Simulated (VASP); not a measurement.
# TiC (Fm-3m) in VASP: a series of runs

TiC is run at these levels: LDA; tasks: elastic constants.

Program: VASP 6.6.1. These are calculated values, not measurements. Logs are shortened: lines on timing, memory, paths and dates and some standing lists are left out, and cuts for length are marked.

## (1) The cell of the first run

The structure is cubic, space group Fm-3m (No. 225). Conventional cell: a = 4.261 Å, b = 4.261 Å, c = 4.261 Å, α = 90.00°, β = 90.00°, γ = 90.00°. Ti (site symmetry m-3m) has 6 C at 2.13 Å within 2.8 Å. C (site symmetry m-3m) has 6 Ti at 2.13 Å within 2.8 Å.

## (2) Elastic constants, LDA

Contents of INCAR:

```
PREC = Accurate
ENCUT = 600
EDIFF = 1E-8
ISMEAR = -1
SIGMA = 0.1
LREAL = False
LASPH = True
NELM = 60
ALGO = Normal
ISIF = 3
LWAVE = False
LCHARG = True
GGA = CA
IBRION = 6
NFREE = 2
POTIM = 0.015
NSW = 1
```

Contents of KPOINTS:

```
regular mesh
0
Gamma
  18 18 18
```

Contents of POSCAR:

```
TiC
1.0
    0.0000000000      2.1304779092      2.1304779092
    2.1304779092      0.0000000000      2.1304779092
    2.1304779092      2.1304779092      0.0000000000
Ti C
1 1
Direct
    0.0000000000      0.0000000000      0.0000000000
    0.5000000000      0.5000000000      0.5000000000
```

Potentials or basis: VASP PAW LDA potentials, release 64 (Ti_sv, C).

The run is started by

```
> cat potpaw_LDA.64/Ti_sv/POTCAR potpaw_LDA.64/C/POTCAR > POTCAR
> mpirun -np 1 vasp_std > vasp.out
```

OUTCAR:

```text
PREC = Accurate
   ENCUT = 600
   EDIFF = 1E-8
   ISMEAR = -1
   LREAL = False
   LASPH = True
   NELM = 60
   ISIF = 3
   GGA = CA
   IBRION = 6
   NFREE = 2
   POTIM = 0.015
   NSW = 1

 ion  position               nearest neighbor table
   1  0.000  0.000  0.000-   2 2.13   2 2.13   2 2.13   2 2.13   2 2.13   2 2.13
   2  0.500  0.500  0.500-   1 2.13   1 2.13   1 2.13   1 2.13   1 2.13   1 2.13

  LATTYP: Found a face centered cubic cell.
 ALAT       =     4.2609558184

  Lattice vectors:

 A1 = (   0.0000000000,   2.1304779092,   2.1304779092)
 A2 = (   2.1304779092,   0.0000000000,   2.1304779092)
 A3 = (   2.1304779092,   2.1304779092,   0.0000000000)

Analysis of symmetry for initial positions (statically):
=====================================================================
 Subroutine PRICEL returns:
 Original cell was already a primitive cell.

 Routine SETGRP: Setting up the symmetry group for a
 face centered cubic supercell.

 Subroutine GETGRP returns: Found 48 space group operations
 (whereof 48 operations were pure point group operations)
 out of a pool of 48 trial point group operations.

The static configuration has the point symmetry O_h .

Analysis of symmetry for dynamics (positions and initial velocities):
=====================================================================
 Subroutine PRICEL returns:
 Original cell was already a primitive cell.

 Routine SETGRP: Setting up the symmetry group for a
 face centered cubic supercell.

 Subroutine GETGRP returns: Found 48 space group operations
 (whereof 48 operations were pure point group operations)
 out of a pool of 48 trial point group operations.

The dynamic configuration has the point symmetry O_h .

 Subroutine INISYM returns: Found 48 space group operations
 (whereof 48 operations are pure point group operations),
 and found     1 'primitive' translations

----------------------------------------------------------------------------------------

                                     Primitive cell

  volume of cell :      19.3402

  direct lattice vectors                    reciprocal lattice vectors
     0.000000000  2.130477909  2.130477909    -0.234689127  0.234689127  0.234689127
     2.130477909  0.000000000  2.130477909     0.234689127 -0.234689127  0.234689127
     2.130477909  2.130477909  0.000000000     0.234689127  0.234689127 -0.234689127

  length of vectors
     3.012950754  3.012950754  3.012950754     0.406493491  0.406493491  0.406493491

  position of ions in fractional coordinates (direct lattice)
     0.000000000  0.000000000  0.000000000
     0.500000000  0.500000000  0.500000000

  ion indices of the primitive-cell ions
   primitive index   ion index
                 1           1
                 2           2

----------------------------------------------------------------------------------------

 KPOINTS: regular mesh

Automatic generation of k-mesh.
 Grid dimensions read from file:
 generate k-points for:   18   18   18

 Generating k-lattice:

  Cartesian coordinates                     Fractional coordinates (reciprocal lattice)
    -0.013038285  0.013038285  0.013038285     0.055555556  0.000000000  0.000000000
     0.013038285 -0.013038285  0.013038285     0.000000000  0.055555556  0.000000000
     0.013038285  0.013038285 -0.013038285     0.000000000  0.000000000  0.055555556

  Length of vectors
     0.022582972  0.022582972  0.022582972

  Shift w.r.t. Gamma in fractional coordinates (k-lattice)
     0.000000000  0.000000000  0.000000000

 Subroutine IBZKPT returns following result:
[... 103 lines left out ...]
  --------------------------------------------------------------------------------------
  -------------------------------------------------------------------------------------
  Total        0.0716844      0.0716844      0.0716844      0.0000000     -0.0000000      0.0000000
  in kB        5.9384663      5.9384663      5.9384663      0.0000000     -0.0000000      0.0000000
  external PRESSURE =       5.9384663 kB  Pullay stress =       0.0000000 kB
[... 89 lines left out ...]
  FREE ENERGIE OF THE ION-ELECTRON SYSTEM (eV)
  ---------------------------------------------------
  free  energy   TOTEN  =       -20.5349544348 eV

  energy  without entropy=      -20.5249477191  energy(sigma->0) =      -20.52995108

 E-fermi :  10.0061     XC(G=0): -13.3098

 val. band max:        9.9856585191   @ k =   0.5000   0.5000   0.0000
 cond. band min:      10.0220369075   @ k =   0.1111   0.0556   0.0000
 fundamental gap:      0.0363783884
 Fermi energy:        10.0060793966

 k-point     1 :       0.0000    0.0000    0.0000
  band No.  band energies     occupation
      1     -45.6837      2.00000
      2     -22.0546      2.00000
      3     -22.0546      2.00000
      4     -22.0398      2.00000
      5      -2.4878      2.00000
      6      10.6245      0.00411
      7      10.6245      0.00411
      8      10.7457      0.00123
      9      11.7596      0.00000
     10      11.7596      0.00000
     11      11.8027      0.00000
     12      11.8323      0.00000
[... 333 lines left out ...]
      1     -45.6333      2.00000
      2     -22.3640      2.00000
      3     -22.0925      2.00000
      4     -22.0786      2.00000
      5      -1.1229      2.00000
      6       7.2662      2.00000
      7       8.1094      2.00000
      8       8.4210      2.00000
      9      11.5653      0.00000
     10      12.0589      0.00000
     11      13.1186      0.00000
     12      15.6484      0.00000

 [... further k-points ...]

[... ionic steps 4 to 14 ...]

--------------------------------------- Ionic step       15  -------------------------------------------

 number of electron      16.0000001 magnetization

------------------------ aborting loop because EDIFF is reached ----------------------------------------
[... 67 lines left out ...]
--------------------------------------- Ionic step       17  -------------------------------------------

 number of electron      16.0000003 magnetization

 Free energy of the ion-electron system (eV)
  ---------------------------------------------------
  ext. energy  EPLUGINS =         0.00000000
  ---------------------------------------------------
  free energy    TOTEN  =       -20.54327776 eV

  energy without entropy =      -20.53315092  energy(sigma->0) =      -20.53821434

 E-fermi :   9.8183     XC(G=0): -13.2312

 val. band max:        9.8068017376   @ k =   0.4444   0.4444   0.0000
 cond. band min:       9.8513274436   @ k =   0.1111   0.1111   0.0000
 fundamental gap:      0.0445257059
 Fermi energy:         9.8183394215

 k-point     1 :       0.0000    0.0000    0.0000
  band No.  band energies     occupation
      1     -45.9131      2.00000
      2     -22.2898      2.00000
      3     -22.2898      2.00000
      4     -22.2897      2.00000
      5      -2.6069      2.00000
      6      10.4642      0.00313
      7      10.4642      0.00313
      8      10.4728      0.00287
      9      11.4684      0.00000
     10      11.5863      0.00000
     11      11.5863      0.00000
     12      11.6441      0.00000
[... 374 lines left out ...]
  FREE ENERGIE OF THE ION-ELECTRON SYSTEM (eV)
  ---------------------------------------------------
  free  energy   TOTEN  =       -20.5432777585 eV

  energy  without entropy=      -20.5331509204  energy(sigma->0) =      -20.53821434

 INTERNAL STRAIN TENSORS FROM STRAINED CELLS
 ============================================

 INTERNAL STRAIN TENSOR FOR ION    1 for displacements in x,y,z  (eV/Angst):
          X           Y           Z          XY          YZ          ZX
  --------------------------------------------------------------------------------
  x     0.00000    -0.00000    -0.00000     0.00000    -0.00000     0.00000
  y     0.00000     0.00000     0.00000     0.00000     0.00000     0.00000
  z     0.00000    -0.00000     0.00000     0.00000    -0.00000     0.00000

 INTERNAL STRAIN TENSORS FROM DISPLACED ATOMS
 ============================================

 INTERNAL STRAIN TENSOR FOR ION    1 for displacements in x,y,z  (eV/Angst):
          X           Y           Z          XY          YZ          ZX
  --------------------------------------------------------------------------------
  x     0.00000     0.00000     0.00000     0.00000     0.00000     0.00000
  y     0.00000     0.00000     0.00000     0.00000     0.00000     0.00000
  z     0.00000     0.00000     0.00000     0.00000     0.00000     0.00000

 INTERNAL STRAIN TENSOR FOR ION    2 for displacements in x,y,z  (eV/Angst):
          X           Y           Z          XY          YZ          ZX
  --------------------------------------------------------------------------------
  x     0.00000     0.00000     0.00000     0.00000     0.00000     0.00000
  y     0.00000     0.00000     0.00000     0.00000     0.00000     0.00000
  z     0.00000     0.00000     0.00000     0.00000     0.00000     0.00000

 Eigenvectors and eigenvalues of the dynamical matrix
 ----------------------------------------------------

   1 f  =   16.614538 THz   104.392223 2PiTHz  554.201345 cm-1    68.712179 meV
             X         Y         Z           dx          dy          dz
      0.000000  0.000000  0.000000    -0.447974    0.000000    0.000000
      2.130478  2.130478  2.130478     0.894047    0.000000    0.000000
[... 21 lines left out ...]
   6 f/i=    0.002755 THz     0.017308 2PiTHz    0.091883 cm-1     0.011392 meV
             X         Y         Z           dx          dy          dz
      0.000000  0.000000  0.000000     0.000000    0.000000    0.894047
      2.130478  2.130478  2.130478     0.000000    0.000000    0.447974

--------------------------------------------------------------------------------------------------------

 ELASTIC MODULI CONTR FROM IONIC RELAXATION (kBar)
 Direction    XX          YY          ZZ          XY          YZ          ZX
 --------------------------------------------------------------------------------
 XX           0.0000      0.0000      0.0000      0.0000      0.0000      0.0000
 YY           0.0000      0.0000      0.0000      0.0000      0.0000      0.0000
 ZZ           0.0000      0.0000      0.0000      0.0000      0.0000      0.0000
 XY           0.0000      0.0000      0.0000      0.0000      0.0000      0.0000
 YZ           0.0000      0.0000      0.0000      0.0000      0.0000      0.0000
 ZX           0.0000      0.0000      0.0000      0.0000      0.0000      0.0000
 --------------------------------------------------------------------------------

 TOTAL ELASTIC MODULI (kBar)
 Direction    XX          YY          ZZ          XY          YZ          ZX
 --------------------------------------------------------------------------------
 XX        5906.2402   1270.9179   1270.9179     -0.0000      0.0000      0.0000
 YY        1270.9179   5906.2402   1270.9179      0.0000      0.0000     -0.0000
 ZZ        1270.9179   1270.9179   5906.2402      0.0000      0.0000     -0.0000
 XY          -0.0000      0.0000      0.0000   1768.2972      0.0000      0.0000
 YZ           0.0000      0.0000      0.0000      0.0000   1768.2972      0.0000
 ZX           0.0000     -0.0000     -0.0000      0.0000      0.0000   1768.2972
 --------------------------------------------------------------------------------
```

Wall time 30 min (1 thread of Intel Xeon 8259CL, shared host); peak memory 0.84 GiB.

Results:

| Quantity | Value |
| --- | --- |
| Elastic constants C11, C12, C44 | 591, 127, 177 GPa |
| Voigt bulk modulus | 282 GPa |
| Highest phonon frequency at Γ | 554 cm⁻¹ |

Phonon frequencies in cm⁻¹ (negative: imaginary):
| q point | frequencies |
| --- | --- |
| (0.000, 0.000, 0.000) | 0 0 0 554 554 554 |

Elastic tensor in Voigt notation (GPa, in the Cartesian axes of the cell as first typed):
```
591 127 127   0   0   0
127 591 127   0   0   0
127 127 591   0   0   0
  0   0   0 177   0   0
  0   0   0   0 177   0
  0   0   0   0   0 177
```

Clamped-ion elastic tensor (GPa):
```
591 127 127   0   0   0
127 591 127   0   0   0
127 127 591   0   0   0
  0   0   0 177   0   0
  0   0   0   0 177   0
  0   0   0   0   0 177
```

## (3) Elastic constants, LDA

Contents of INCAR:

```
ALGO = Normal ; EDIFF = 1E-8
ENCUT = 600 ; IBRION = 6
ISIF = 3 ; ISMEAR = -1
LASPH = T ; LCHARG = F
LREAL = F ; LWAVE = F
NELM = 60 ; NFREE = 2
NSW = 1 ; POTIM = 0.015
PREC = Accurate ; SIGMA = 0.1
```

Contents of KPOINTS:

```
k-points
0
Gamma
  18 18 18
```

POSCAR is that of step 2.

Potentials or basis: VASP PAW LDA potentials, release 64 (Ti_sv, C).

The run is started by

```
> cat potpaw_LDA.64/Ti_sv/POTCAR potpaw_LDA.64/C/POTCAR > POTCAR
> mpirun -np 1 vasp_std > vasp.out
```

Wall time 28 min (1 thread of Intel Xeon Platinum 8259CL at 2.50GHz (Skylake/Cascade Lake), shared host); peak memory 0.84 GiB.

The run converged. Its results:

* Elastic constants C11, C12, C44: 591, 127, 177 GPa
* Voigt bulk modulus: 282 GPa
* Highest phonon frequency at Γ: 554 cm⁻¹

Phonon frequencies in cm⁻¹ (negative: imaginary):
```
              q point        frequencies
(0.000, 0.000, 0.000)  0 0 0 554 554 554
```

Elastic tensor in Voigt notation (GPa, in the Cartesian axes of the cell as first typed):
```
591 127 127   0   0   0
127 591 127   0   0   0
127 127 591   0   0   0
  0   0   0 177   0   0
  0   0   0   0 177   0
  0   0   0   0   0 177
```

Clamped-ion elastic tensor (GPa):
```
591 127 127   0   0   0
127 591 127   0   0   0
127 127 591   0   0   0
  0   0   0 177   0   0
  0   0   0   0 177   0
  0   0   0   0   0 177
```
